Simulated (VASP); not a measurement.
# AlGa3N4 (Pm) in VASP: notebook

The runs below take AlGa3N4 through single point, with PBEsol.

Program: VASP 6.6.1. These are calculated values, not measurements. Logs are shortened: lines on timing, memory, paths and dates and some standing lists are left out, and cuts for length are marked.

## Step 1: The cell of the first run

The structure is monoclinic, space group Pm (No. 6). Conventional cell: a = 5.142 Å, b = 3.165 Å, c = 5.478 Å, α = 90.00°, β = 90.04°, γ = 90.00°. Al (site symmetry m) has 4 N at 1.58 to 2.05 Å within 2.1 Å. Within 2.4 Å of Ga (site symmetry m) lie 4 N at 1.83 to 2.04 Å. Ga (site symmetry m) has 4 N at 1.96 to 2.06 Å within 2.6 Å. Within 2.5 Å of Ga (site symmetry m) lie 4 N at 1.89 to 2.13 Å. Within 2.1 Å of N (site symmetry m) lie 1 Al at 1.58 Å and 3 Ga at 2.04 to 2.07 Å. N (site symmetry m) has 2 Al at 1.82 Å and 2 Ga at 1.96 to 2.13 Å within 2.4 Å. Within 2.5 Å of N (site symmetry m) lie 4 Ga at 1.89 to 2.06 Å. Within 2.4 Å of N (site symmetry m) lie 3 Ga at 1.83 to 1.97 Å and 1 Al at 2.05 Å.

## Step 2: Single point, PBEsol (mode 24 (697.0 1/cm) frozen in, largest displacement +0.263 Å)

INCAR

```
SYSTEM = AlGa3N4
PREC = Accurate
ENCUT = 520
EDIFF = 1E-7
ISMEAR = 0
SIGMA = 0.05
LREAL = .FALSE.
LASPH = .TRUE.
NELM = 80
ALGO = Normal
ISIF = 2
LWAVE = .FALSE.
LCHARG = .TRUE.
GGA = PS
LELF = .TRUE.
LVHAR = .TRUE.
NBANDS = 41
```

KPOINTS

```
Automatic mesh
0
G
  6 8 6
  0 0 0
```

POSCAR

```
AlGa3N4
1.0
    5.1423511994      0.0000000000      0.0001215027
    0.0000000000      3.1649848006      0.0000000000
   -0.0035856898      0.0000000000      5.4784941377
Al Ga N
1 3 4
Direct
    0.0129827677      0.5000000000      0.6614068976
    0.5006879559      0.5000000000      0.3342809084
    0.4977695094      0.0000000000      0.8316683729
    0.9978549442      0.0000000000      0.1657785140
    0.1083963814      0.5000000000      0.3868225129
    0.1194702168      0.0000000000      0.7938896347
    0.6305562812      0.0000000000      0.1855900690
    0.6151512115      0.5000000000      0.6497727397
```

Potentials or basis: VASP PAW PBE potentials, release 64 (Al, Ga_d, N).

Command:

```sh
> cat potpaw_PBE.64/Al/POTCAR potpaw_PBE.64/Ga_d/POTCAR potpaw_PBE.64/N/POTCAR > POTCAR
> mpirun -np 1 vasp_std > vasp.out
```

OUTCAR:

```text
SYSTEM = AlGa3N4
   PREC = Accurate
   ENCUT = 520
   EDIFF = 1E-7
   ISMEAR = 0
   LREAL = .FALSE.
   LASPH = .TRUE.
   NELM = 80
   ISIF = 2
   GGA = PS

 ion  position               nearest neighbor table
   1  0.013  0.500  0.661-   5 1.58   6 1.82   6 1.82   8 2.05   2 3.08   3 3.10   3 3.10
   2  0.501  0.500  0.334-   8 1.83   7 1.90   7 1.90   5 2.04   1 3.08
   3  0.498  0.000  0.832-   6 1.96   8 1.97   8 1.97   7 2.06   1 3.10   1 3.10
   4  0.998  0.000  0.166-   7 1.89   5 2.07   5 2.07   6 2.13
   5  0.108  0.500  0.387-   1 1.58   2 2.04   4 2.07   4 2.07
   6  0.119  0.000  0.794-   1 1.82   1 1.82   3 1.96   4 2.13
   7  0.631  0.000  0.186-   4 1.89   2 1.90   2 1.90   3 2.06
   8  0.615  0.500  0.650-   2 1.83   3 1.97   3 1.97   1 2.05

  LATTYP: Found a simple monoclinic cell.
 ALAT       =     5.1423512008
 B/A-ratio  =     0.6154742601
 C/A-ratio  =     1.0653677855
 COS(beta)  =    -0.0006308748

  Lattice vectors:

 A1 = (   5.1423511994,   0.0000000000,   0.0001215027)
 A2 = (   0.0000000000,   3.1649848006,   0.0000000000)
 A3 = (  -0.0035856898,   0.0000000000,   5.4784941377)

Analysis of symmetry for initial positions (statically):
=====================================================================
 Subroutine PRICEL returns:
 Original cell was already a primitive cell.

 Routine SETGRP: Setting up the symmetry group for a
 simple monoclinic supercell.

 Subroutine GETGRP returns: Found  2 space group operations
 (whereof  2 operations were pure point group operations)
 out of a pool of  4 trial point group operations.

The static configuration has the point symmetry C_1h.

Analysis of symmetry for dynamics (positions and initial velocities):
=====================================================================
 Subroutine PRICEL returns:
 Original cell was already a primitive cell.

 Routine SETGRP: Setting up the symmetry group for a
 simple monoclinic supercell.

 Subroutine GETGRP returns: Found  2 space group operations
 (whereof  2 operations were pure point group operations)
 out of a pool of  4 trial point group operations.

The dynamic configuration has the point symmetry C_1h.

 Subroutine INISYM returns: Found  2 space group operations
 (whereof  2 operations are pure point group operations),
 and found     1 'primitive' translations

----------------------------------------------------------------------------------------

                                     Primitive cell

  volume of cell :      89.1650

  direct lattice vectors                    reciprocal lattice vectors
     5.142351199  0.000000000  0.000121503     0.194463572  0.000000000  0.000127277
     0.000000000  3.164984801  0.000000000     0.000000000  0.315957284  0.000000000
    -0.003585690  0.000000000  5.478494138    -0.000004313  0.000000000  0.182531907

  length of vectors
     5.142351201  3.164984801  5.478495311     0.194463614  0.315957284  0.182531907

  position of ions in fractional coordinates (direct lattice)
     0.012982768  0.500000000  0.661406898
     0.500687956  0.500000000  0.334280908
     0.497769509  0.000000000  0.831668373
     0.997854944  0.000000000  0.165778514
     0.108396381  0.500000000  0.386822513
     0.119470217  0.000000000  0.793889635
     0.630556281  0.000000000  0.185590069
     0.615151211  0.500000000  0.649772740

  ion indices of the primitive-cell ions
   primitive index   ion index
                 1           1
                 2           2
                 3           3
                 4           4
                 5           5
                 6           6
                 7           7
                 8           8

----------------------------------------------------------------------------------------

 KPOINTS: Automatic mesh

Automatic generation of k-mesh.
 Grid dimensions read from file:
 generate k-points for:    6    8    6

 Generating k-lattice:

  Cartesian coordinates                     Fractional coordinates (reciprocal lattice)
     0.032410595  0.000000000  0.000021213     0.166666667  0.000000000  0.000000000
     0.000000000  0.039494660  0.000000000     0.000000000  0.125000000  0.000000000
    -0.000000719  0.000000000  0.030421985    -0.000000000  0.000000000  0.166666667

  Length of vectors
     0.032410602  0.039494660  0.030421985

  Shift w.r.t. Gamma in fractional coordinates (k-lattice)
     0.000000000  0.000000000  0.000000000

 Subroutine IBZKPT returns following result:
 ===========================================

 Found    100 irreducible k-points:

 Following reciprocal coordinates:
            Coordinates               Weight
  0.000000  0.000000  0.000000      1.000000
  0.166667  0.000000  0.000000      2.000000
  0.333333  0.000000  0.000000      2.000000
  0.500000  0.000000  0.000000      1.000000
  0.000000  0.125000  0.000000      2.000000
  0.166667  0.125000  0.000000      4.000000
[... 16 lines left out ...]
  0.333333  0.000000  0.166667      2.000000
  0.500000  0.000000  0.166667      2.000000
 [... further k-points ...]
   k-points           NKPTS =    100   k-points in BZ     NKDIM =    100   number of bands    NBANDS=     41
   number of dos      NEDOS =    301   number of ions     NIONS =      8
   total plane-waves  NPLWV =  40320
   dimension x,y,z NGX =    40 NGY =   24 NGZ =   42
   dimension x,y,z NGXF=    80 NGYF=   48 NGZF=   84
   ions per type =               1   3   4
   NGX,Y,Z   is equivalent  to a cutoff of  12.93, 12.61, 12.74 a.u.
   NGXF,Y,Z  is equivalent  to a cutoff of  25.86, 25.21, 25.49 a.u.
 SYSTEM =  AlGa3N4
   PREC   = accura    normal or accurate (medium, high low for compatibility)
   ISTART =      0    job   : 0-new  1-cont  2-samecut
   ICHARG =      2    charge: 1-file 2-atom 10-const
   ISPIN  =      1    spin polarized calculation?
   LNONCOLLINEAR =      F non collinear calculations
   LSORBIT =      F    spin-orbit coupling
   LASPH  =      T    aspherical Exc in radial PAW
   ENCUT  =  520.0 eV  38.22 Ry    6.18 a.u.   9.56  5.88 10.19*2*pi/ulx,y,z
   NELM   =     80;   NELMIN=  2; NELMDL= -5     # of ELM steps
   EDIFF  = 0.1E-06   stopping-criterion for ELM
   LREAL  =      F    real-space projection
   EDIFFG = 0.1E-05   stopping-criterion for IOM
   NSW    =      0    number of steps for IOM
   IBRION =     -1    ionic relax: 0-MD 1-quasi-New 2-CG
   NFREE  =      0    steps in history (QN), initial steepest desc. (CG)
   ISIF   =      2    stress and relaxation
   ISYM   =      2    0-nonsym 1-usesym 2-fastsym
   POTIM  = 0.5000    time-step for ionic-motion
   TEBEG  =    0.0;   TEEND  =   0.0 temperature during run
   PSTRESS=    0.0 pullay stress
   NELECT =      62.0000    total number of electrons
   NUPDOWN=      -1.0000    fix difference up-down
   EMIN   =  10.00;   EMAX   =-10.00  energy-range for DOS
   EFERMI =   0.00;   METHOD = LEGACY
   ISMEAR =     0;   SIGMA  =   0.05  broadening in eV -4-tet -1-fermi 0-gaus
   EFERMI_NEDOS =   21; number of points for ismear=-14 and -15
   IALGO  =     38    algorithm
   IMIX   =      4    mixing-type and parameters
     AMIX     =   0.40;   BMIX     =  1.00
     AMIX_MAG =   1.60;   BMIX_MAG =  1.00
  volume/ion in A,a.u.               =      11.15        75.21
  Fermi-wavevector in a.u.,A,eV,Ry     =   1.450354  2.740771 28.620199  2.103525
  Thomas-Fermi vector in A             =   2.567975
   LORBIT       =      0    0 simple, 1 ext, 2 COOP (PROOUT), +10 PAW based schemes
   GGA     = PS    functional components
   LHFCALC =     F    Hartree Fock is set to
   AEXX    =    0.0000 exact exchange contribution
   IVDW    =     0    specifies the selected vdW correction
   LEPSILON=     F    determine dielectric tensor
   LRPA    =     F    only Hartree local field effects (RPA)
 non-spin polarized calculation
 Gauss-broadening in eV      SIGMA  =   0.05
  energy-cutoff  :      520.00
  volume of cell :       89.17
 maximum number of plane-waves:      2426
 NGX is ok and might be reduce to    40
   NGX = 19   NGY = 11   NGZ = 21

 number of electron      61.9999978 magnetization

 Free energy of the ion-electron system (eV)
  ---------------------------------------------------
  ext. energy  EPLUGINS =         0.00000000
  ---------------------------------------------------
  free energy    TOTEN  =       -52.84167627 eV

  energy without entropy =      -52.84167627  energy(sigma->0) =      -52.84167627

 E-fermi :   5.8022     XC(G=0): -11.7322

 val. band max:        5.5328813399   @ k =   0.0000   0.0000   0.0000
 cond. band min:       7.5366479766   @ k =   0.0000   0.0000   0.0000
 fundamental gap:      2.0037666366
 Fermi energy:         5.8021983049

 k-point     1 :       0.0000    0.0000    0.0000
  band No.  band energies     occupation
      1     -10.4987      2.00000
      2      -9.6655      2.00000
      3      -9.1240      2.00000
      4      -8.8490      2.00000
      5      -8.1093      2.00000
      6      -8.1005      2.00000
[... 33 lines left out ...]
     40      15.7593      0.00000
     41      16.0826      0.00000

 k-point     2 :       0.1667    0.0000    0.0000
  band No.  band energies     occupation
      1     -10.4197      2.00000
      2      -9.6620      2.00000
      3      -9.1497      2.00000
      4      -8.8346      2.00000
      5      -8.1077      2.00000
      6      -8.1074      2.00000
[... 33 lines left out ...]
     40      15.4406      0.00000
     41      15.9337      0.00000

 k-point     3 :       0.3333    0.0000    0.0000
  band No.  band energies     occupation
      1     -10.2204      2.00000
      2      -9.6749      2.00000
      3      -9.2195      2.00000
      4      -8.8044      2.00000
      5      -8.1208      2.00000
      6      -8.1031      2.00000
[... 875 lines left out ...]
      2      -9.6580      2.00000
      3      -9.2175      2.00000
      4      -8.8178      2.00000
      5      -8.1201      2.00000
      6      -8.1030      2.00000
[... 33 lines left out ...]
     40      15.0564      0.00000
     41      15.2987      0.00000

 k-point    24 :       0.5000    0.0000    0.1667
  band No.  band energies     occupation
      1     -10.0416      2.00000
      2      -9.6716      2.00000
      3      -9.2695      2.00000
      4      -8.7987      2.00000
      5      -8.1265      2.00000
      6      -8.1009      2.00000
[... 33 lines left out ...]
     40      14.9202      0.00000
     41      15.0766      0.00000

 [... further k-points ...]
[... 5 lines left out ...]
  --------------------------------------------------------------------------------------
  -------------------------------------------------------------------------------------
  Total        0.7114885      1.8161368     10.1742037      0.0000000      0.0000000     -2.7561912
  in kB       12.7845046     32.6335684    182.8169419      0.0000000      0.0000000    -49.5250990
  external PRESSURE =      76.0783383 kB  Pullay stress =       0.0000000 kB

 VOLUME and BASIS-vectors are now :
 -----------------------------------------------------------------------------
  energy-cutoff  :      520.00
  volume of cell :       89.17
      direct lattice vectors                 reciprocal lattice vectors
     5.142351199  0.000000000  0.000121503     0.194463572  0.000000000  0.000127277
     0.000000000  3.164984801  0.000000000     0.000000000  0.315957284  0.000000000
    -0.003585690  0.000000000  5.478494138    -0.000004313  0.000000000  0.182531907

 POSITION                                       TOTAL-FORCE (eV/Angst)
 -----------------------------------------------------------------------------------
      0.06439      1.58249      3.62352        -4.175102      0.000000      6.431565
      2.57351      1.58249      1.83142        -1.091434      0.000000      0.015717
      2.55672      0.00000      4.55635         0.599099      0.000000     -0.461954
      5.13073      0.00000      0.90834         0.941185      0.000000      0.739047
      0.55603      1.58249      2.11922         3.136238      0.000000    -11.298457
      0.61151      0.00000      4.34933         0.092081      0.000000      3.809133
      3.24188      0.00000      1.01683        -1.172235      0.000000     -2.182761
      3.16099      1.58249      3.55985         1.670169      0.000000      2.947709
 -----------------------------------------------------------------------------------
    total drift:                               -0.000636      0.000000     -0.000437

  FREE ENERGIE OF THE ION-ELECTRON SYSTEM (eV)
  ---------------------------------------------------
  free  energy   TOTEN  =       -52.8416762665 eV

  energy  without entropy=      -52.8416762665  energy(sigma->0) =      -52.84167627
```

Wall time 4.6 min (1 thread of Intel Xeon Platinum 8375C at 2.90GHz (Ice Lake), shared host); peak memory 0.4 GiB.

Results:

```yaml
Free_energy: -52.8417 eV
Pressure: 7.6 GPa
Largest_force: 11.726 eV/Å
Band_gap_on_the_k_mesh: 2.00 eV, direct
```

Forces in eV/Å, atoms in the order of the input:
```
Al   -4.175   0.000   6.432
Ga   -1.091   0.000   0.016
Ga    0.599   0.000  -0.462
Ga    0.941   0.000   0.739
N     3.136   0.000 -11.298
N     0.092   0.000   3.809
N    -1.172   0.000  -2.183
N     1.670   0.000   2.948
```

Caveat: the cell differs from its parent crystal (mode 24 (697.0 1/cm) frozen in, largest displacement +0.263 Å); the PAW data sets were made with another functional, which shifts forces and pressure a little. A k mesh can miss the band edges.

## Step 3: Single point, PBEsol (mode 24 (697.0 1/cm) frozen in, largest displacement -0.300 Å)

INCAR

```
SYSTEM = AlGa3N4
PREC = Accurate
ENCUT = 520
EDIFF = 1E-7
ISMEAR = 0
SIGMA = 0.05
LREAL = .FALSE.
LASPH = .TRUE.
NELM = 60
ALGO = Normal
ISIF = 2
LWAVE = .FALSE.
LCHARG = .FALSE.
GGA = PS
NBANDS = 41
```

KPOINTS

```
regular mesh
0
G
  6 8 6
  0 0 0
```

POSCAR

```
AlGa3N4
1.0
    5.1423511994      0.0000000000      0.0001215027
    0.0000000000      3.1649848006      0.0000000000
   -0.0035856898      0.0000000000      5.4784941377
Al Ga N
1 3 4
Direct
   -0.0135444001      0.5000000000      0.6741584553
    0.4973209855      0.5000000000      0.3356494895
    0.5004649561      0.0000000000      0.8314297178
    1.0021553094      0.0000000000      0.1666399734
    0.1325514651      0.5000000000      0.2866973040
    0.1155611363      0.0000000000      0.8635034015
    0.6088863341      0.0000000000      0.1440748216
    0.6496107863      0.5000000000      0.6873236664
```

Potentials or basis: VASP PAW PBE potentials, release 64 (Al, Ga_d, N).

Command:

```sh
> cat potpaw_PBE.64/Al/POTCAR potpaw_PBE.64/Ga_d/POTCAR potpaw_PBE.64/N/POTCAR > POTCAR
> mpirun -np 1 vasp_std > vasp.out
```

It took 4.8 min on 1 thread of Intel Xeon Platinum 8488C (Sapphire Rapids), shared host; peak memory 0.39 GiB.

The run converged. Its results:

| Quantity | Value |
| --- | --- |
| Free energy | -52.9321 eV |
| Pressure | 7.1 GPa |
| Largest force | 6.483 eV/Å |
| Band gap on the k mesh | 1.97 eV, direct |

Forces on the atoms (eV/Å):
```
Al   3.753  0.000  0.276
Ga   0.845  0.000 -0.785
Ga  -1.187  0.000 -0.628
Ga  -2.155  0.000  1.268
N   -0.468  0.000  4.626
N    0.896  0.000 -6.421
N    1.628  0.000  3.736
N   -3.311  0.000 -2.071
```

Stress tensor (GPa, compression positive):
```
 8.82  0.00 -0.61
 0.00  4.38  0.00
-0.61  0.00  8.13
```

Levels at points of the mesh, in eV from the valence-band top:
```
           k point  band 29  band 30  band 31  band 32  band 33  band 34
(0.00, 0.00, 0.00)    -0.15    -0.06     0.00     1.97     4.27     4.68
(0.50, 0.00, 0.00)    -0.59    -0.51    -0.40     3.39     3.67     4.73
(0.00, 0.50, 0.00)    -2.02    -1.84    -1.42     4.57     5.23     5.67
(0.50, 0.50, 0.00)    -1.72    -1.59    -1.36     4.64     5.25     5.64
(0.00, 0.00, 0.50)    -0.70    -0.30    -0.23     4.02     4.54     5.29
(0.50, 0.00, 0.50)    -1.72    -0.96    -0.83     4.31     4.48     5.49
(0.00, 0.50, 0.50)    -1.90    -0.99    -0.73     3.93     4.54     4.83
(0.50, 0.50, 0.50)    -1.68    -1.59    -1.24     3.39     3.83     3.93
```

Caveat: the cell differs from its parent crystal (mode 24 (697.0 1/cm) frozen in, largest displacement -0.300 Å); the PAW data sets were made with another functional, which shifts forces and pressure a little.
